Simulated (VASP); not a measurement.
# BaTe (P4mm) in VASP: further runs, part 2 of 2

VASP 6.6.1. Earlier steps stand in the parts before.

### 3 Single point, PBE (all Ba atoms moved +0.312 Å, as atom 1 along Cartesian [0 1 0])

The input, INCAR:

```
SYSTEM = BaTe
  PREC = Accurate
  ENCUT = 520
  EDIFF = 1E-6
  ISMEAR = 0
  SIGMA = 0.05
  LREAL = .FALSE.
  LASPH = .TRUE.
  NELM = 100
  ALGO = Normal
  ISIF = 2
  LWAVE = .FALSE.
  LCHARG = .TRUE.
  GGA = PE
  LELF = .TRUE.
  LVHAR = .TRUE.
  NBANDS = 15
```

The input, KPOINTS:

```
Automatic mesh
0
G
  6 6 6
  0 0 0
```

The input, POSCAR:

```
BaTe
1.0
    4.2624660000      0.0000000000      0.0000000000
    0.0000000000      4.2624660000      0.0000000000
    0.0000000000      0.0000000000      4.2624660000
Ba Te
1 1
Direct
    0.0000000000      0.0733143678      0.0000000000
    0.5000000000      0.5000000000      0.5000000000
```

Potentials or basis: VASP PAW PBE potentials, release 64 (Ba_sv, Te).

On the command line:

```console
cat potpaw_PBE.64/Ba_sv/POTCAR potpaw_PBE.64/Te/POTCAR > POTCAR
mpirun -np 1 vasp_std > vasp.out
```

OUTCAR:

```text
SYSTEM = BaTe
   PREC = Accurate
   ENCUT = 520
   EDIFF = 1E-6
   ISMEAR = 0
   LREAL = .FALSE.
   LASPH = .TRUE.
   NELM = 100
   ISIF = 2
   GGA = PE

 ion  position               nearest neighbor table
   1  0.000  0.073  0.000-   2 3.52   2 3.52   2 3.52   2 3.52   2 3.88   2 3.88   2 3.88   2 3.88

   2  0.500  0.500  0.500-   1 3.52   1 3.52   1 3.52   1 3.52   1 3.88   1 3.88   1 3.88   1 3.88

  LATTYP: Found a simple cubic cell.
 ALAT       =     4.2624660000

  Lattice vectors:

 A1 = (   4.2624660000,   0.0000000000,   0.0000000000)
 A2 = (   0.0000000000,   4.2624660000,   0.0000000000)
 A3 = (   0.0000000000,   0.0000000000,   4.2624660000)

Analysis of symmetry for initial positions (statically):
=====================================================================
 Subroutine PRICEL returns:
 Original cell was already a primitive cell.

 Routine SETGRP: Setting up the symmetry group for a
 simple cubic supercell.

 Subroutine GETGRP returns: Found  8 space group operations
 (whereof  8 operations were pure point group operations)
 out of a pool of 48 trial point group operations.

The static configuration has the point symmetry C_4v.

Analysis of symmetry for dynamics (positions and initial velocities):
=====================================================================
 Subroutine PRICEL returns:
 Original cell was already a primitive cell.

 Routine SETGRP: Setting up the symmetry group for a
 simple cubic supercell.

 Subroutine GETGRP returns: Found  8 space group operations
 (whereof  8 operations were pure point group operations)
 out of a pool of 48 trial point group operations.

The dynamic configuration has the point symmetry C_4v.

 Subroutine INISYM returns: Found  8 space group operations
 (whereof  8 operations are pure point group operations),
 and found     1 'primitive' translations

----------------------------------------------------------------------------------------

                                     Primitive cell

  volume of cell :      77.4431

  direct lattice vectors                    reciprocal lattice vectors
     4.262466000  0.000000000  0.000000000     0.234605977  0.000000000  0.000000000
     0.000000000  4.262466000  0.000000000     0.000000000  0.234605977  0.000000000
     0.000000000  0.000000000  4.262466000     0.000000000  0.000000000  0.234605977

  length of vectors
     4.262466000  4.262466000  4.262466000     0.234605977  0.234605977  0.234605977

  position of ions in fractional coordinates (direct lattice)
     0.000000000  0.073314368  0.000000000
     0.500000000  0.500000000  0.500000000

  ion indices of the primitive-cell ions
   primitive index   ion index
                 1           1
                 2           2

----------------------------------------------------------------------------------------

 KPOINTS: Automatic mesh

Automatic generation of k-mesh.
 Grid dimensions read from file:
 generate k-points for:    6    6    6

 Generating k-lattice:

  Cartesian coordinates                     Fractional coordinates (reciprocal lattice)
     0.039100996  0.000000000  0.000000000     0.166666667  0.000000000  0.000000000
[... 40 lines left out ...]
 [... further k-points ...]
   k-points           NKPTS =     40   k-points in BZ     NKDIM =     40   number of bands    NBANDS=     15
   number of dos      NEDOS =    301   number of ions     NIONS =      2
   total plane-waves  NPLWV =  32768
   dimension x,y,z NGX =    32 NGY =   32 NGZ =   32
   dimension x,y,z NGXF=    64 NGYF=   64 NGZF=   64
   ions per type =               1   1
   NGX,Y,Z   is equivalent  to a cutoff of  12.48, 12.48, 12.48 a.u.
   NGXF,Y,Z  is equivalent  to a cutoff of  24.96, 24.96, 24.96 a.u.
 SYSTEM =  BaTe
   PREC   = accura    normal or accurate (medium, high low for compatibility)
   ISTART =      0    job   : 0-new  1-cont  2-samecut
   ICHARG =      2    charge: 1-file 2-atom 10-const
   ISPIN  =      1    spin polarized calculation?
   LNONCOLLINEAR =      F non collinear calculations
   LSORBIT =      F    spin-orbit coupling
   LASPH  =      T    aspherical Exc in radial PAW
   ENCUT  =  520.0 eV  38.22 Ry    6.18 a.u.   7.93  7.93  7.93*2*pi/ulx,y,z
   NELM   =    100;   NELMIN=  2; NELMDL= -5     # of ELM steps
   EDIFF  = 0.1E-05   stopping-criterion for ELM
   LREAL  =      F    real-space projection
   EDIFFG = 0.1E-04   stopping-criterion for IOM
   NSW    =      0    number of steps for IOM
   IBRION =     -1    ionic relax: 0-MD 1-quasi-New 2-CG
   NFREE  =      0    steps in history (QN), initial steepest desc. (CG)
   ISIF   =      2    stress and relaxation
   ISYM   =      2    0-nonsym 1-usesym 2-fastsym
   POTIM  = 0.5000    time-step for ionic-motion
   TEBEG  =    0.0;   TEEND  =   0.0 temperature during run
   PSTRESS=    0.0 pullay stress
   NELECT =      16.0000    total number of electrons
   NUPDOWN=      -1.0000    fix difference up-down
   EMIN   =  10.00;   EMAX   =-10.00  energy-range for DOS
   EFERMI =   0.00;   METHOD = LEGACY
   ISMEAR =     0;   SIGMA  =   0.05  broadening in eV -4-tet -1-fermi 0-gaus
   EFERMI_NEDOS =   21; number of points for ismear=-14 and -15
   IALGO  =     38    algorithm
   IMIX   =      4    mixing-type and parameters
     AMIX     =   0.40;   BMIX     =  1.00
     AMIX_MAG =   1.60;   BMIX_MAG =  1.00
  volume/ion in A,a.u.               =      38.72       261.31
  Fermi-wavevector in a.u.,A,eV,Ry     =   0.967804  1.828884 12.743813  0.936644
  Thomas-Fermi vector in A             =   2.097720
   LORBIT       =      0    0 simple, 1 ext, 2 COOP (PROOUT), +10 PAW based schemes
   GGA     = PE    functional components
   LHFCALC =     F    Hartree Fock is set to
   AEXX    =    0.0000 exact exchange contribution
   IVDW    =     0    specifies the selected vdW correction
   LEPSILON=     F    determine dielectric tensor
   LRPA    =     F    only Hartree local field effects (RPA)
 non-spin polarized calculation
 Gauss-broadening in eV      SIGMA  =   0.05
  energy-cutoff  :      520.00
  volume of cell :       77.44
 maximum number of plane-waves:      2176
 NGX is ok and might be reduce to    32
   NGX = 15   NGY = 15   NGZ = 15

 number of electron      16.0000000 magnetization

 Free energy of the ion-electron system (eV)
  ---------------------------------------------------
  ext. energy  EPLUGINS =         0.00000000
  ---------------------------------------------------
  free energy    TOTEN  =        -8.23992097 eV

  energy without entropy =       -8.23992097  energy(sigma->0) =       -8.23992097

 E-fermi :   3.9113     XC(G=0):  -8.7660

 val. band max:        3.7130141849   @ k =   0.5000   0.0000   0.5000
 cond. band min:       4.5728986070   @ k =   0.0000   0.0000   0.0000
 fundamental gap:      0.8598844222
 Fermi energy:         3.9113131598

 k-point     1 :       0.0000    0.0000    0.0000
  band No.  band energies     occupation
      1     -24.2745      2.00000
      2      -9.3455      2.00000
      3      -9.3152      2.00000
      4      -9.3152      2.00000
      5      -6.5609      2.00000
      6       3.0929      2.00000
      7       3.3869      2.00000
      8       3.3869      2.00000
      9       4.5729      0.00000
     10       5.0938      0.00000
     11       6.1550      0.00000
     12       8.2942      0.00000
     13       8.4379      0.00000
     14       8.4379      0.00000
[... 401 lines left out ...]
      2      -9.6905      2.00000
      3      -9.4035      2.00000
      4      -9.3663      2.00000
      5      -5.9625      2.00000
      6       1.3067      2.00000
      7       2.3079      2.00000
      8       2.7923      2.00000
      9       5.8293      0.00000
     10       6.8213      0.00000
     11       7.2909      0.00000
     12       8.2754      0.00000
     13       8.9033      0.00000
     14       9.3361      0.00000
     15      10.7996      0.00000

 [... further k-points ...]

------------------------ aborting loop because EDIFF is reached ----------------------------------------

  FORCE on cell =-STRESS in cart. coord.  units (eV):
  Direction    XX          YY          ZZ          XY          YZ          ZX
  --------------------------------------------------------------------------------------
  -------------------------------------------------------------------------------------
  Total        0.3944429      0.3028212      0.3944429     -0.0000000      0.0000000      0.0000000
  in kB        8.1604095      6.2648986      8.1604095     -0.0000000      0.0000000      0.0000000
  external PRESSURE =       7.5285726 kB  Pullay stress =       0.0000000 kB

 VOLUME and BASIS-vectors are now :
 -----------------------------------------------------------------------------
  energy-cutoff  :      520.00
  volume of cell :       77.44
      direct lattice vectors                 reciprocal lattice vectors
     4.262466000  0.000000000  0.000000000     0.234605977  0.000000000  0.000000000
     0.000000000  4.262466000  0.000000000     0.000000000  0.234605977  0.000000000
     0.000000000  0.000000000  4.262466000     0.000000000  0.000000000  0.234605977

 POSITION                                       TOTAL-FORCE (eV/Angst)
 -----------------------------------------------------------------------------------
      0.00000      0.31250      0.00000        -0.000000     -0.337645      0.000000
      2.13123      2.13123      2.13123         0.000000      0.337645     -0.000000
 -----------------------------------------------------------------------------------
    total drift:                                0.000000      0.000268     -0.000000

  FREE ENERGIE OF THE ION-ELECTRON SYSTEM (eV)
  ---------------------------------------------------
  free  energy   TOTEN  =        -8.2399209722 eV

  energy  without entropy=       -8.2399209721  energy(sigma->0) =       -8.23992097
```

OSZICAR:

```text
N       E                     dE             d eps       ncg     rms          rms(c)
DAV:   1     0.737801123232E+02    0.73780E+02   -0.62983E+03  1200   0.889E+02
DAV:   2    -0.367580090862E+01   -0.77456E+02   -0.71911E+02  1578   0.160E+02
DAV:   3    -0.826354235308E+01   -0.45877E+01   -0.45547E+01  1787   0.387E+01
DAV:   4    -0.835505434598E+01   -0.91512E-01   -0.91493E-01  1534   0.539E+00
DAV:   5    -0.835618541792E+01   -0.11311E-02   -0.11311E-02  1720   0.546E-01    0.375E+00
DAV:   6    -0.824083883544E+01    0.11535E+00   -0.10639E-01  1445   0.196E+00    0.239E+00
DAV:   7    -0.823544819719E+01    0.53906E-02   -0.10456E-01  1585   0.203E+00    0.752E-01
DAV:   8    -0.823949234136E+01   -0.40441E-02   -0.16238E-02  1277   0.805E-01    0.213E-01
DAV:   9    -0.823969880187E+01   -0.20646E-03   -0.52546E-04  1657   0.178E-01    0.100E-01
DAV:  10    -0.823990312170E+01   -0.20432E-03   -0.23364E-04  1354   0.114E-01    0.154E-02
DAV:  11    -0.823992248556E+01   -0.19364E-04   -0.32134E-05  1683   0.376E-02    0.163E-02
DAV:  12    -0.823992098703E+01    0.14985E-05   -0.24480E-06  1429   0.113E-02    0.553E-03
DAV:  13    -0.823992097217E+01    0.14859E-07   -0.46664E-07  1076   0.473E-03
   1 F= -.82399210E+01 E0= -.82399210E+01  d E =-.192720E-10
```

It took 23 s on 1 thread of Intel Xeon Platinum 8259CL at 2.50GHz (Skylake/Cascade Lake), shared host; peak memory 0.21 GiB.

What came out:

```
Free energy            : -8.2399 eV
Pressure               : 0.8 GPa
Largest force          : 0.338 eV/Å
Band gap on the k mesh : 0.86 eV, indirect (least direct gap 1.11 eV)
```

Forces in eV/Å, atoms in the order of the input:
```
Ba   0.000 -0.338  0.000
Te   0.000  0.338  0.000
```

Stress tensor (GPa, compression positive):
```
0.82 0.00 0.00
0.00 0.63 0.00
0.00 0.00 0.82
```

Caveat: the cell differs from its parent crystal (all Ba atoms moved +0.312 Å, as atom 1 along Cartesian [0 1 0]); spin-orbit coupling is left out, which moves the levels of the heavy elements. A k mesh can miss the band edges.

### 4 Single point, PBE (all Ba atoms moved +0.188 Å, as atom 1 along Cartesian [0 1 0])

The input, INCAR:

```
ALGO = Normal
EDIFF = 1E-6
ENCUT = 520
GGA = PE
ISIF = 2
ISMEAR = 0
LASPH = T
LCHARG = F
LREAL = F
LWAVE = F
NBANDS = 15
NELM = 60
PREC = Accurate
SIGMA = 0.05
```

The input, KPOINTS:

```
k-points
0
Gamma
  6 6 6
```

POSCAR, as its differences from that of step 3:

```diff
@@ -8,3 +8,3 @@
 Direct
-    0.0000000000      0.0733143678      0.0000000000
+    0.0000000000      0.0439886207      0.0000000000
     0.5000000000      0.5000000000      0.5000000000
```

Potentials or basis: VASP PAW PBE potentials, release 64 (Ba_sv, Te).

On the command line:

```console
cat potpaw_PBE.64/Ba_sv/POTCAR potpaw_PBE.64/Te/POTCAR > POTCAR
mpirun -np 1 vasp_std > vasp.out
```

OUTCAR:

```text
EDIFF = 1E-6
   ENCUT = 520
   GGA = PE
   ISIF = 2
   ISMEAR = 0
   LASPH = T
   LREAL = F
   NELM = 60
   PREC = Accurate

 ion  position               nearest neighbor table
   1  0.000  0.044  0.000-   2 3.59   2 3.59   2 3.59   2 3.59   2 3.80   2 3.80   2 3.80   2 3.80

   2  0.500  0.500  0.500-   1 3.59   1 3.59   1 3.59   1 3.59   1 3.80   1 3.80   1 3.80   1 3.80

  LATTYP: Found a simple cubic cell.
 ALAT       =     4.2624660000

  Lattice vectors:

 A1 = (   4.2624660000,   0.0000000000,   0.0000000000)
 A2 = (   0.0000000000,   4.2624660000,   0.0000000000)
 A3 = (   0.0000000000,   0.0000000000,   4.2624660000)

Analysis of symmetry for initial positions (statically):
=====================================================================
 Subroutine PRICEL returns:
 Original cell was already a primitive cell.

 Routine SETGRP: Setting up the symmetry group for a
 simple cubic supercell.

 Subroutine GETGRP returns: Found  8 space group operations
 (whereof  8 operations were pure point group operations)
 out of a pool of 48 trial point group operations.

The static configuration has the point symmetry C_4v.

[... 176 lines left out ...]
      7       3.4164      2.00000
      8       3.4164      2.00000
      9       4.5881      0.00000
     10       4.8038      0.00000
     11       6.1662      0.00000
     12       8.3250      0.00000
     13       8.3779      0.00000
     14       8.3779      0.00000
[... 401 lines left out ...]
      2      -9.6996      2.00000
      3      -9.4186      2.00000
      4      -9.3881      2.00000
      5      -5.9615      2.00000
      6       1.3141      2.00000
      7       2.3348      2.00000
      8       2.7890      2.00000
      9       5.8387      0.00000
     10       6.8307      0.00000
     11       7.3457      0.00000
     12       8.2605      0.00000
     13       8.8594      0.00000
     14       9.2725      0.00000
     15      10.7924      0.00000

 [... further k-points ...]

------------------------ aborting loop because EDIFF is reached ----------------------------------------

  FORCE on cell =-STRESS in cart. coord.  units (eV):
  Direction    XX          YY          ZZ          XY          YZ          ZX
  --------------------------------------------------------------------------------------
  -------------------------------------------------------------------------------------
  Total        0.1570822      0.1262499      0.1570822      0.0000000     -0.0000000      0.0000000
  in kB        3.2497859      2.6119128      3.2497859      0.0000000     -0.0000000      0.0000000
  external PRESSURE =       3.0371615 kB  Pullay stress =       0.0000000 kB

 VOLUME and BASIS-vectors are now :
 -----------------------------------------------------------------------------
  energy-cutoff  :      520.00
  volume of cell :       77.44
      direct lattice vectors                 reciprocal lattice vectors
     4.262466000  0.000000000  0.000000000     0.234605977  0.000000000  0.000000000
     0.000000000  4.262466000  0.000000000     0.000000000  0.234605977  0.000000000
     0.000000000  0.000000000  4.262466000     0.000000000  0.000000000  0.234605977

 POSITION                                       TOTAL-FORCE (eV/Angst)
 -----------------------------------------------------------------------------------
      0.00000      0.18750      0.00000        -0.000000     -0.183324     -0.000000
      2.13123      2.13123      2.13123         0.000000      0.183324      0.000000
 -----------------------------------------------------------------------------------
    total drift:                                0.000000      0.000183     -0.000000

  FREE ENERGIE OF THE ION-ELECTRON SYSTEM (eV)
  ---------------------------------------------------
  free  energy   TOTEN  =        -8.2721504794 eV

  energy  without entropy=       -8.2721504794  energy(sigma->0) =       -8.27215048
```

OSZICAR:

```text
N       E                     dE             d eps       ncg     rms          rms(c)
DAV:   1     0.758628882639E+02    0.75863E+02   -0.63623E+03  1200   0.894E+02
DAV:   2    -0.378569121795E+01   -0.79649E+02   -0.74163E+02  1599   0.160E+02
DAV:   3    -0.828157142834E+01   -0.44959E+01   -0.44647E+01  1722   0.385E+01
DAV:   4    -0.837853463927E+01   -0.96963E-01   -0.96949E-01  1566   0.567E+00
DAV:   5    -0.838014903894E+01   -0.16144E-02   -0.16144E-02  1644   0.631E-01    0.366E+00
DAV:   6    -0.827164137153E+01    0.10851E+00   -0.97576E-02  1473   0.189E+00    0.232E+00
DAV:   7    -0.826770180982E+01    0.39396E-02   -0.97985E-02  1564   0.197E+00    0.750E-01
DAV:   8    -0.827187164666E+01   -0.41698E-02   -0.17720E-02  1305   0.821E-01    0.206E-01
DAV:   9    -0.827193808253E+01   -0.66436E-04   -0.60744E-04  1631   0.169E-01    0.956E-02
DAV:  10    -0.827214537758E+01   -0.20730E-03   -0.33221E-04  1333   0.138E-01    0.186E-02
DAV:  11    -0.827214995798E+01   -0.45804E-05   -0.18893E-05  1644   0.264E-02    0.190E-02
DAV:  12    -0.827214895708E+01    0.10009E-05   -0.30771E-06  1452   0.129E-02    0.113E-02
DAV:  13    -0.827215046203E+01   -0.15049E-05   -0.10719E-06  1126   0.790E-03    0.195E-03
DAV:  14    -0.827215047938E+01   -0.17354E-07   -0.91512E-08   740   0.189E-03
   1 F= -.82721505E+01 E0= -.82721505E+01  d E =-.319752E-16
```

stdout:

```text
POSCAR found type information on POSCAR BaTe
 POSCAR found :  2 types and       2 ions
 scaLAPACK will be used
 LDA part: xc-table for (Slater+PW92), standard interpolation
 POSCAR, INCAR and KPOINTS ok, starting setup
 FFT: planning ... GRIDC
 FFT: planning ... GRID_SOFT
 FFT: planning ... GRID
 WAVECAR not read
 entering main loop
```

Wall time 23 s (1 thread of Intel Xeon Platinum 8259CL at 2.50GHz (Skylake/Cascade Lake), shared host); peak memory 0.2 GiB.

Results:

- Free energy: -8.2722 eV
- Pressure: 0.3 GPa
- Largest force: 0.183 eV/Å
- Band gap on the k mesh: 0.82 eV, indirect (least direct gap 1.03 eV)

Forces on the atoms (eV/Å):
```
Ba   0.000 -0.183  0.000
Te   0.000  0.183  0.000
```

Levels at points of the mesh, in eV from the valence-band top:
```tsv
k point	band 6	band 7	band 8	band 9	band 10	band 11
(0.00, 0.00, 0.00)	-0.49	-0.36	-0.36	0.82	1.03	2.39
(0.50, 0.00, 0.00)	-3.34	-0.86	-0.80	1.60	4.46	4.92
(0.00, 0.50, 0.00)	-3.33	-0.83	-0.83	1.60	4.92	4.93
(0.50, 0.50, 0.00)	-2.03	-2.01	-0.03	1.05	2.56	2.95
(0.50, 0.00, 0.50)	-2.01	-2.01	0.00	1.03	2.65	2.98
(0.50, 0.50, 0.50)	-2.85	-2.85	-2.84	4.67	4.67	4.79
```

Caveat: the cell differs from its parent crystal (all Ba atoms moved +0.188 Å, as atom 1 along Cartesian [0 1 0]); spin-orbit coupling is left out, which moves the levels of the heavy elements. A k mesh can miss the band edges.
